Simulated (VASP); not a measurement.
# MnHg3 (Pm-3m) in VASP: a series of runs

The runs below take MnHg3 through single point, with PBE.

All numbers are computed with VASP 6.6.1; they aren't measurements. Logs are shortened: lines on timing, memory, paths and dates and some standing lists are left out, and cuts for length are marked.

## (1) The cell of the first run

Symmetry: Pm-3m, No. 221, cubic system. Conventional cell: a = 4.328 Å, b = 4.328 Å, c = 4.328 Å, α = 90.00°, β = 90.00°, γ = 90.00°. Within 4.0 Å of Hg (site symmetry 4/mmm) lie 8 Hg at 3.06 Å and 4 Mn at 3.06 Å. Mn (site symmetry m-3m) has 12 Hg at 3.06 Å within 4.0 Å.

## (2) Single point, PBE, collinear spin, ferromagnetic start

INCAR reads:

```
SYSTEM = MnHg3
ALGO     = Normal         ! electronic algorithm
EDIFF    = 1E-6           ! SCF threshold, eV
ENCUT    = 520            ! plane-wave cutoff, eV
GGA      = PE             ! functional
ISIF     = 2              ! what is computed and relaxed
ISMEAR   = -1             ! smearing method
ISPIN    = 2              ! spin polarisation
LASPH    = .TRUE.         ! aspherical terms in the spheres
LCHARG   = .FALSE.        ! write CHGCAR
LMAXMIX  = 4              ! l up to which the mixer works
LORBIT   = 11             ! projections on sites
LREAL    = .FALSE.        ! projectors in reciprocal space
LWAVE    = .FALSE.        ! write WAVECAR
MAGMOM   = 0 0 0 4        ! initial moments
NBANDS   = 36             ! bands
NELM     = 150            ! most SCF steps
PREC     = Accurate       ! precision mode
SIGMA    = 0.05           ! smearing width, eV
```

KPOINTS reads:

```
k-points
0
G
  6 6 6
  0 0 0
```

POSCAR reads:

```
MnHg3
1.0
    4.3276644904      0.0000000000      0.0000000000
    0.0000000000      4.3276644904      0.0000000000
    0.0000000000      0.0000000000      4.3276644904
Hg Mn
3 1
Direct
    0.5000000000      0.5000000000      0.0000000000
    0.0000000000      0.5000000000      0.5000000000
    0.5000000000      0.0000000000      0.5000000000
    0.0000000000      0.0000000000      0.0000000000
```

Potentials or basis: VASP PAW PBE potentials, release 64 (Hg, Mn_pv).

Command:

```sh
$ cat potpaw_PBE.64/Hg/POTCAR potpaw_PBE.64/Mn_pv/POTCAR > POTCAR
$ mpirun -np 1 vasp_std > vasp.out
```

OUTCAR:

```text
SYSTEM = MnHg3
   EDIFF = 1E-6
   ENCUT = 520
   GGA = PE
   ISIF = 2
   ISMEAR = -1
   ISPIN = 2
   LASPH = .TRUE.
   LORBIT = 11
   LREAL = .FALSE.
   NELM = 150
   PREC = Accurate

 ion  position               nearest neighbor table
   1  0.500  0.500  0.000-   2 3.06   3 3.06   4 3.06   2 3.06   3 3.06   3 3.06   4 3.06   3 3.06
                             2 3.06   4 3.06   2 3.06   4 3.06
   2  0.000  0.500  0.500-   1 3.06   3 3.06   4 3.06   1 3.06   4 3.06   3 3.06   4 3.06   4 3.06
                             1 3.06   3 3.06   1 3.06   3 3.06
   3  0.500  0.000  0.500-   1 3.06   2 3.06   4 3.06   1 3.06   4 3.06   1 3.06   2 3.06   1 3.06
                             2 3.06   4 3.06   4 3.06   2 3.06
   4  0.000  0.000  0.000-   1 3.06   2 3.06   3 3.06   2 3.06   3 3.06   1 3.06   2 3.06   2 3.06
                             1 3.06   3 3.06   3 3.06   1 3.06

  LATTYP: Found a simple cubic cell.
 ALAT       =     4.3276644904

  Lattice vectors:

 A1 = (   4.3276644904,   0.0000000000,   0.0000000000)
 A2 = (   0.0000000000,   4.3276644904,   0.0000000000)
 A3 = (   0.0000000000,   0.0000000000,   4.3276644904)

Analysis of symmetry for initial positions (statically):
=====================================================================
 Subroutine PRICEL returns:
 Original cell was already a primitive cell.

 Routine SETGRP: Setting up the symmetry group for a
 simple cubic supercell.

 Subroutine GETGRP returns: Found 48 space group operations
 (whereof 48 operations were pure point group operations)
 out of a pool of 48 trial point group operations.

The static configuration has the point symmetry O_h .

Analysis of symmetry for dynamics (positions and initial velocities):
=====================================================================
 Subroutine PRICEL returns:
 Original cell was already a primitive cell.

 Routine SETGRP: Setting up the symmetry group for a
 simple cubic supercell.

 Subroutine GETGRP returns: Found 48 space group operations
 (whereof 48 operations were pure point group operations)
 out of a pool of 48 trial point group operations.

The dynamic configuration has the point symmetry O_h .

Analysis of structural, dynamic, and magnetic symmetry:
=====================================================================
 Subroutine PRICEL returns:
 Original cell was already a primitive cell.

 Routine SETGRP: Setting up the symmetry group for a
 simple cubic supercell.

 Subroutine GETGRP returns: Found 48 space group operations
 (whereof 48 operations were pure point group operations)
 out of a pool of 48 trial point group operations.

The overall configuration has the point symmetry O_h .

 Subroutine INISYM returns: Found 48 space group operations
 (whereof 48 operations are pure point group operations),
 and found     1 'primitive' translations

----------------------------------------------------------------------------------------

                                     Primitive cell

  volume of cell :      81.0514

  direct lattice vectors                    reciprocal lattice vectors
     4.327664490  0.000000000  0.000000000     0.231071517  0.000000000  0.000000000
     0.000000000  4.327664490  0.000000000     0.000000000  0.231071517  0.000000000
     0.000000000  0.000000000  4.327664490     0.000000000  0.000000000  0.231071517

  length of vectors
     4.327664490  4.327664490  4.327664490     0.231071517  0.231071517  0.231071517

  position of ions in fractional coordinates (direct lattice)
     0.500000000  0.500000000  0.000000000
     0.000000000  0.500000000  0.500000000
     0.500000000  0.000000000  0.500000000
     0.000000000  0.000000000  0.000000000

  ion indices of the primitive-cell ions
   primitive index   ion index
                 1           1
                 2           2
                 3           3
                 4           4

----------------------------------------------------------------------------------------

 KPOINTS: k-points

Automatic generation of k-mesh.
 Grid dimensions read from file:
 generate k-points for:    6    6    6

 Generating k-lattice:

  Cartesian coordinates                     Fractional coordinates (reciprocal lattice)
     0.038511920  0.000000000  0.000000000     0.166666667  0.000000000  0.000000000
     0.000000000  0.038511920  0.000000000     0.000000000  0.166666667  0.000000000
     0.000000000  0.000000000  0.038511920     0.000000000  0.000000000  0.166666667

  Length of vectors
     0.038511920  0.038511920  0.038511920

  Shift w.r.t. Gamma in fractional coordinates (k-lattice)
     0.000000000  0.000000000  0.000000000

 Subroutine IBZKPT returns following result:
 ===========================================

 Found     20 irreducible k-points:

 Following reciprocal coordinates:
            Coordinates               Weight
  0.000000  0.000000  0.000000      1.000000
  0.166667  0.000000  0.000000      6.000000
  0.333333  0.000000  0.000000      6.000000
  0.500000  0.000000  0.000000      3.000000
  0.166667  0.166667  0.000000     12.000000
  0.333333  0.166667  0.000000     24.000000
[... 12 lines left out ...]
  0.500000  0.500000  0.333333      6.000000
  0.500000  0.500000  0.500000      1.000000
   k-points           NKPTS =     20   k-points in BZ     NKDIM =     20   number of bands    NBANDS=     36
   number of dos      NEDOS =    301   number of ions     NIONS =      4
   total plane-waves  NPLWV =  32768
   dimension x,y,z NGX =    32 NGY =   32 NGZ =   32
   dimension x,y,z NGXF=    64 NGYF=   64 NGZF=   64
   ions per type =               3   1
   NGX,Y,Z   is equivalent  to a cutoff of  12.29, 12.29, 12.29 a.u.
   NGXF,Y,Z  is equivalent  to a cutoff of  24.59, 24.59, 24.59 a.u.
 SYSTEM =  MnHg3
   PREC   = accura    normal or accurate (medium, high low for compatibility)
   ISTART =      0    job   : 0-new  1-cont  2-samecut
   ICHARG =      2    charge: 1-file 2-atom 10-const
   ISPIN  =      2    spin polarized calculation?
   LNONCOLLINEAR =      F non collinear calculations
   LSORBIT =      F    spin-orbit coupling
   LASPH  =      T    aspherical Exc in radial PAW
   ENCUT  =  520.0 eV  38.22 Ry    6.18 a.u.   8.05  8.05  8.05*2*pi/ulx,y,z
   NELM   =    150;   NELMIN=  2; NELMDL= -5     # of ELM steps
   EDIFF  = 0.1E-05   stopping-criterion for ELM
   LREAL  =      F    real-space projection
   EDIFFG = 0.1E-04   stopping-criterion for IOM
   NSW    =      0    number of steps for IOM
   IBRION =     -1    ionic relax: 0-MD 1-quasi-New 2-CG
   NFREE  =      0    steps in history (QN), initial steepest desc. (CG)
   ISIF   =      2    stress and relaxation
   ISYM   =      2    0-nonsym 1-usesym 2-fastsym
   POTIM  = 0.5000    time-step for ionic-motion
   TEBEG  =    0.0;   TEEND  =   0.0 temperature during run
   PSTRESS=    0.0 pullay stress
   NELECT =      49.0000    total number of electrons
   NUPDOWN=      -1.0000    fix difference up-down
   EMIN   =  10.00;   EMAX   =-10.00  energy-range for DOS
   EFERMI =   0.00;   METHOD = LEGACY
   ISMEAR =    -1;   SIGMA  =   0.05  broadening in eV -4-tet -1-fermi 0-gaus
   EFERMI_NEDOS =   21; number of points for ismear=-14 and -15
   IALGO  =     38    algorithm
   IMIX   =      4    mixing-type and parameters
     AMIX     =   0.40;   BMIX     =  1.00
     AMIX_MAG =   1.60;   BMIX_MAG =  1.00
  volume/ion in A,a.u.               =      20.26       136.74
  Fermi-wavevector in a.u.,A,eV,Ry     =   1.384267  2.615886 26.071426  1.916196
  Thomas-Fermi vector in A             =   2.508787
   LORBIT       =     11    0 simple, 1 ext, 2 COOP (PROOUT), +10 PAW based schemes
   GGA     = PE    functional components
   LHFCALC =     F    Hartree Fock is set to
   AEXX    =    0.0000 exact exchange contribution
   IVDW    =     0    specifies the selected vdW correction
   LEPSILON=     F    determine dielectric tensor
   LRPA    =     F    only Hartree local field effects (RPA)
 spin polarized calculation
  energy-cutoff  :      520.00
  volume of cell :       81.05
 maximum number of plane-waves:      2212
   NGX = 17   NGY = 17   NGZ = 17

 number of electron      49.0000031 magnetization       3.9921995

 Free energy of the ion-electron system (eV)
  ---------------------------------------------------
  ext. energy  EPLUGINS =         0.00000000
  ---------------------------------------------------
  free energy    TOTEN  =        -8.29939546 eV

  energy without entropy =       -8.27621812  energy(sigma->0) =       -8.28780679

 E-fermi :   4.4442     XC(G=0): -11.4225

 val. band max:        4.4056569873   @ k =   0.3333   0.3333   0.0000
 cond. band min:       4.4939936986   @ k =   0.5000   0.1667   0.0000
 fundamental gap:      0.0883367113
 Fermi energy:         4.4441612792

 spin component 1

 k-point     1 :       0.0000    0.0000    0.0000
  band No.  band energies     occupation
      1     -45.8716      1.00000
      2     -45.8716      1.00000
      3     -45.8716      1.00000
      4      -5.4347      1.00000
      5      -4.3050      1.00000
      6      -4.0446      1.00000
[... 769 lines left out ...]
     35      17.8269      0.00000
     36      18.2371      0.00000
 Fermi energy:         4.4441612792

 spin component 2

 k-point     1 :       0.0000    0.0000    0.0000
  band No.  band energies     occupation
      1     -41.7092      1.00000
      2     -41.7092      1.00000
      3     -41.7092      1.00000
      4      -5.3963      1.00000
      5      -4.2534      1.00000
      6      -4.0465      1.00000
[... 769 lines left out ...]
     35      17.7440      0.00000
     36      18.1278      0.00000

------------------------ aborting loop because EDIFF is reached ----------------------------------------

  FORCE on cell =-STRESS in cart. coord.  units (eV):
  Direction    XX          YY          ZZ          XY          YZ          ZX
  --------------------------------------------------------------------------------------
  -------------------------------------------------------------------------------------
  Total        1.7870856      1.7870856      1.7870856      0.0000000      0.0000000      0.0000000
  in kB       35.3260595     35.3260595     35.3260595      0.0000000      0.0000000      0.0000000
  external PRESSURE =      35.3260595 kB  Pullay stress =       0.0000000 kB

 VOLUME and BASIS-vectors are now :
 -----------------------------------------------------------------------------
  energy-cutoff  :      520.00
  volume of cell :       81.05
      direct lattice vectors                 reciprocal lattice vectors
     4.327664490  0.000000000  0.000000000     0.231071517  0.000000000  0.000000000
     0.000000000  4.327664490  0.000000000     0.000000000  0.231071517  0.000000000
     0.000000000  0.000000000  4.327664490     0.000000000  0.000000000  0.231071517

 POSITION                                       TOTAL-FORCE (eV/Angst)
 -----------------------------------------------------------------------------------
      2.16383      2.16383      0.00000         0.000000      0.000000      0.000000
      0.00000      2.16383      2.16383         0.000000      0.000000      0.000000
      2.16383      0.00000      2.16383         0.000000      0.000000      0.000000
      0.00000      0.00000      0.00000         0.000000      0.000000      0.000000
 -----------------------------------------------------------------------------------
    total drift:                                0.000000     -0.000000     -0.000000

  FREE ENERGIE OF THE ION-ELECTRON SYSTEM (eV)
  ---------------------------------------------------
  free  energy   TOTEN  =        -8.2993954589 eV

  energy  without entropy=       -8.2762181206  energy(sigma->0) =       -8.28780679

 total charge

# of ion       s       p       d       tot
------------------------------------------
    1        0.827   0.393   9.303  10.523
    2        0.827   0.393   9.303  10.523
    3        0.827   0.393   9.303  10.523
    4        0.224   6.127   4.983  11.334
--------------------------------------------------
tot          2.706   7.306  32.891  42.902

 magnetization (x)

# of ion       s       p       d       tot
------------------------------------------
    1       -0.009  -0.029   0.011  -0.027
    2       -0.009  -0.029   0.011  -0.027
    3       -0.009  -0.029   0.011  -0.027
    4        0.045   0.013   3.890   3.949
--------------------------------------------------
tot          0.018  -0.073   3.923   3.868
```

Run time: 56 s. Hardware: 1 thread of AMD EPYC 9R45 (Zen 5), shared host; peak memory 0.22 GiB.

What came out:

```yaml
Free_energy: -8.2994 eV
Pressure: 3.5 GPa
Net_moment: 3.99 μB per cell
Site_moments: Hg -0.03; Mn +3.95 μB
Valence_electrons_inside_the_program's_atomic_spheres: Hg 10.52; Mn 11.33
```

Caveat: the cell stands under pressure; spin-orbit coupling is left out, which moves the levels of the heavy elements.

(Continued in part 2 of 2.)
